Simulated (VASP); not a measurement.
Here is a VASP 6.6.1 calculation.

INCAR

```
SYSTEM = BeS
PREC     = Accurate       ! precision mode
ENCUT    = 600            ! plane-wave cutoff, eV
EDIFF    = 1E-6           ! SCF threshold, eV
ISMEAR   = 0              ! smearing method
SIGMA    = 0.01           ! smearing width, eV
LREAL    = .False.        ! projectors in reciprocal space
LASPH    = .True.         ! aspherical terms in the spheres
NELM     = 120            ! most SCF steps
ALGO     = Normal         ! electronic algorithm
ISIF     = 2              ! what is computed and relaxed
LWAVE    = .False.        ! write WAVECAR
LCHARG   = .False.        ! write CHGCAR
NBANDS   = 11             ! bands
GGA_COMPAT= .False.
```

The input KPOINTS:

```
Automatic mesh
0
Gamma
  8 8 8
  0 0 0
```

File POSCAR:

```
BeS
1.0
    0.0000000000      2.3740692694      2.3740692694
    2.3740692694      0.0000000000      2.3740692694
    2.3740692694      2.3740692694      0.0000000000
Be S
1 1
Direct
    0.0000000000      0.0000000000      0.0000000000
    0.2500000000      0.2500000000      0.2500000000
```

Potentials or basis: VASP PAW LDA potentials, release 64 (Be, S).

The run is started by

```bash
$ cat potpaw_LDA.64/Be/POTCAR potpaw_LDA.64/S/POTCAR > POTCAR
$ mpirun -np 1 vasp_std > vasp.out
```

Question: What does it give for the band gap on the k mesh?

Answer: 2.76 eV (least direct gap 5.51 eV).

Question: What does it give for the pressure?

Answer: 3.3 GPa.

Caveat: the cell stands under pressure. A k mesh can miss the band edges.
